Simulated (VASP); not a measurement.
# AlFe3B (Pm-3m) in VASP: notebook, part 2 of 2

VASP 6.6.1. Earlier steps stand in the parts before.

### 3 Single point, PBE, collinear spin, ferromagnetic start (strained)

INCAR reads:

```
SYSTEM = AlFe3B
PREC = Accurate
ENCUT = 520
EDIFF = 1E-6
ISMEAR = 0
SIGMA = 0.1
LREAL = .False.
LASPH = .True.
NELM = 150
ALGO = Fast
ISIF = 2
LWAVE = .False.
LCHARG = .False.
ISPIN = 2
MAGMOM = 0 4 4 4 0
LORBIT = 11
LMAXMIX = 4
GGA = PE
NBANDS = 27
```

KPOINTS reads:

```
regular mesh
0
Gamma
  10 10 10
  0 0 0
```

POSCAR reads:

```
AlFe3B
1.0
    3.7750398769      0.0000000000      0.0000000000
    0.0000000000      3.7750398769      0.0000000000
    0.0000000000      0.0000000000      3.7750398769
Al Fe B
1 3 1
Direct
    0.5000000000      0.5000000000      0.5000000000
    0.5000000000      0.0000000000      0.0000000000
    0.0000000000      0.5000000000      0.0000000000
    0.0000000000      0.0000000000      0.5000000000
    0.0000000000      0.0000000000      0.0000000000
```

Potentials or basis: VASP PAW PBE potentials, release 64 (Al, Fe, B).

Command:

```console
$ cat potpaw_PBE.64/Al/POTCAR potpaw_PBE.64/Fe/POTCAR potpaw_PBE.64/B/POTCAR > POTCAR
$ mpirun -np 1 vasp_std > vasp.out
```

OUTCAR:

```text
SYSTEM = AlFe3B
   PREC = Accurate
   ENCUT = 520
   EDIFF = 1E-6
   ISMEAR = 0
   LREAL = .False.
   LASPH = .True.
   NELM = 150
   ISIF = 2
   ISPIN = 2
   LORBIT = 11
   GGA = PE

 ion  position               nearest neighbor table
   1  0.500  0.500  0.500-   2 2.67   3 2.67   4 2.67   2 2.67   3 2.67   2 2.67   4 2.67   2 2.67
                             3 2.67   4 2.67   3 2.67   4 2.67
   2  0.500  0.000  0.000-   5 1.89   5 1.89   4 2.67   1 2.67   1 2.67   4 2.67   1 2.67   3 2.67
                             1 2.67   3 2.67   4 2.67   3 2.67   4 2.67   3 2.67
   3  0.000  0.500  0.000-   5 1.89   5 1.89   4 2.67   1 2.67   1 2.67   4 2.67   2 2.67   4 2.67
[... 1684 lines left out ...]

 POSITION                                       TOTAL-FORCE (eV/Angst)
 -----------------------------------------------------------------------------------
      1.88752      1.88752      1.88752         0.000000      0.000000      0.000000
      1.88752      0.00000      0.00000         0.000000      0.000000      0.000000
      0.00000      1.88752      0.00000         0.000000      0.000000      0.000000
      0.00000      0.00000      1.88752         0.000000      0.000000      0.000000
      0.00000      0.00000      0.00000         0.000000      0.000000      0.000000
 -----------------------------------------------------------------------------------
    total drift:                               -0.000000      0.000000     -0.000000

  FREE ENERGIE OF THE ION-ELECTRON SYSTEM (eV)
  ---------------------------------------------------
  free  energy   TOTEN  =       -35.8814995801 eV

  energy  without entropy=      -35.8643998014  energy(sigma->0) =      -35.87294969

 total charge

# of ion       s       p       d       tot
------------------------------------------
    1        0.390   0.364   0.000   0.754
    2        0.462   0.641   6.437   7.540
    3        0.462   0.641   6.437   7.540
    4        0.462   0.641   6.437   7.540
    5        0.825   1.351   0.000   2.176
--------------------------------------------------
tot          2.602   3.637  19.311  25.550

 magnetization (x)

# of ion       s       p       d       tot
------------------------------------------
    1       -0.018  -0.047   0.000  -0.064
    2       -0.005  -0.023   1.476   1.448
    3       -0.005  -0.023   1.476   1.448
    4       -0.005  -0.023   1.476   1.448
    5       -0.019  -0.107   0.000  -0.126
--------------------------------------------------
tot         -0.052  -0.222   4.427   4.153
```

OSZICAR:

```text
N       E                     dE             d eps       ncg     rms          rms(c)
DAV:   1     0.196800011312E+03    0.19680E+03   -0.13418E+04  6048   0.135E+03
DAV:   2    -0.284106843339E+02   -0.22521E+03   -0.20973E+03  6051   0.283E+02
DAV:   3    -0.420384396866E+02   -0.13628E+02   -0.12965E+02  6796   0.880E+01
DAV:   4    -0.423753991777E+02   -0.33696E+00   -0.33492E+00  7014   0.135E+01
DAV:   5    -0.423819903558E+02   -0.65912E-02   -0.65902E-02  6946   0.166E+00    0.325E+01
RMM:   6    -0.389233541810E+02    0.34586E+01   -0.43152E+01  6517   0.665E+01    0.193E+01
RMM:   7    -0.360798265540E+02    0.28435E+01   -0.10953E+01  6111   0.382E+01    0.970E+00
RMM:   8    -0.359111582301E+02    0.16867E+00   -0.64921E-01  6748   0.467E+00    0.230E+00
RMM:   9    -0.358980829540E+02    0.13075E-01   -0.11473E-01  6883   0.206E+00    0.157E+00
RMM:  10    -0.358815204199E+02    0.16563E-01   -0.36386E-02  6518   0.133E+00    0.547E-01
RMM:  11    -0.358817410725E+02   -0.22065E-03   -0.81504E-03  7009   0.566E-01    0.174E-01
RMM:  12    -0.358815041364E+02    0.23694E-03   -0.15320E-03  7162   0.253E-01    0.979E-02
RMM:  13    -0.358814807503E+02    0.23386E-04   -0.48917E-04  7158   0.162E-01    0.594E-02
RMM:  14    -0.358814963411E+02   -0.15591E-04   -0.13664E-04  7589   0.739E-02    0.309E-02
RMM:  15    -0.358814987108E+02   -0.23697E-05   -0.25462E-05  7135   0.344E-02    0.124E-02
RMM:  16    -0.358814995801E+02   -0.86935E-06   -0.55987E-06  5949   0.154E-02
   1 F= -.35881500E+02 E0= -.35872950E+02  d E =-.170998E-01  mag=     4.0554
```

Wall time 1.8 min (1 thread of Intel Xeon 6975P-C, shared host); peak memory 0.26 GiB.

Results:

- Free energy: -35.8815 eV
- Pressure: 6.8 GPa
- Net moment: 4.05 μB per cell
- Site moments: Al -0.06; Fe +1.45; B -0.13 μB
- Valence electrons inside the program's atomic spheres: Al 0.75; Fe 7.54; B 2.18

Caveat: the cell differs from its parent crystal (strained); the cell stands under pressure.

### 4 Single point, PBE, collinear spin, ferromagnetic start (strained)

INCAR reads:

```
PREC = Accurate ; ENCUT = 520
EDIFF = 1E-6 ; ISMEAR = 0
SIGMA = 0.1 ; LREAL = F
LASPH = T ; NELM = 150
ALGO = Normal ; ISIF = 2
LWAVE = F ; LCHARG = F
ISPIN = 2 ; MAGMOM = 0 4 4 4 0
LORBIT = 11 ; LMAXMIX = 4
GGA = PE ; NBANDS = 27
```

KPOINTS reads:

```
regular mesh
0
Gamma
  10 10 10
```

POSCAR: that of step 3 with these lines changed.

```diff
@@ -2,5 +2,5 @@
 1.0
-    3.7750398769      0.0000000000      0.0000000000
-    0.0000000000      3.7750398769      0.0000000000
-    0.0000000000      0.0000000000      3.7750398769
+    3.7996556305      0.0000000000      0.0000000000
+    0.0000000000      3.7996556305      0.0000000000
+    0.0000000000      0.0000000000      3.7996556305
 Al Fe B
```

Command:

```console
$ cat potpaw_PBE.64/Al/POTCAR potpaw_PBE.64/Fe/POTCAR potpaw_PBE.64/B/POTCAR > POTCAR
$ mpirun -np 1 vasp_std > vasp.out
```

Run time: 2.1 min. Hardware: 1 thread of Intel Xeon 6975P-C, shared host; peak memory 0.26 GiB.

The run converged. Its results:

```yaml
Free_energy: -35.9127 eV
Pressure: 2.6 GPa
Net_moment: 4.08 μB per cell
Site_moments: Al -0.07; Fe +1.46; B -0.13 μB
Valence_electrons_inside_the_program's_atomic_spheres: Al 0.75; Fe 7.49; B 2.15
```

Levels at points of the mesh, in eV from the Fermi level:
Spin up:
| k point | band 15 | band 16 | band 17 | band 18 | band 19 | band 20 |
| --- | --- | --- | --- | --- | --- | --- |
| (0.00, 0.00, 0.00) | -1.00 | -0.24 | -0.15 | -0.15 | -0.15 | 4.69 |
| (0.50, 0.00, 0.00) | -1.07 | -0.84 | -0.15 | 2.00 | 2.00 | 4.16 |
| (0.50, 0.50, 0.00) | -1.23 | -1.09 | -0.82 | 0.42 | 0.42 | 3.88 |
| (0.50, 0.50, 0.50) | -1.31 | -1.31 | -0.29 | -0.29 | -0.29 | 2.29 |
Spin down:
| k point | band 10 | band 11 | band 12 | band 13 | band 14 | band 15 | band 16 | band 17 |
| --- | --- | --- | --- | --- | --- | --- | --- | --- |
| (0.00, 0.00, 0.00) | -1.82 | 0.15 | 0.15 | 0.23 | 0.23 | 0.23 | 1.25 | 1.44 |
| (0.50, 0.00, 0.00) | -1.38 | -0.50 | -0.19 | 0.09 | 0.22 | 0.22 | 0.50 | 1.44 |
| (0.50, 0.50, 0.00) | -1.03 | -0.70 | -0.70 | -0.35 | -0.01 | 0.39 | 0.78 | 0.78 |
| (0.50, 0.50, 0.50) | -0.97 | -0.97 | -0.75 | -0.75 | -0.75 | 0.65 | 0.65 | 1.24 |

Caveat: the cell differs from its parent crystal (strained).

### 5 Summary

| cell | gap on the mesh (eV) | pressure (GPa) | moment (μB) |
| --- | --- | --- | --- |
| a = 3.740 Å, 5 atoms | none | 13.4 | 4.00 |
| a = 3.775 Å, 5 atoms | none | 6.8 | 4.05 |
| a = 3.800 Å, 5 atoms | none | 2.6 | 4.08 |

Alike in all rows: task single point; level PBE; potentials or basis VASP PAW PBE potentials, release 64 (Al, Fe, B); spin collinear, ferromagnetic start; k mesh 10 × 10 × 10; cutoff (eV) 520; smearing gaussian 0.1 eV.

Caveats: the cell stands under pressure (at least some runs).

Total energies depend on the potentials used, so only differences within one code and one set of settings carry meaning.
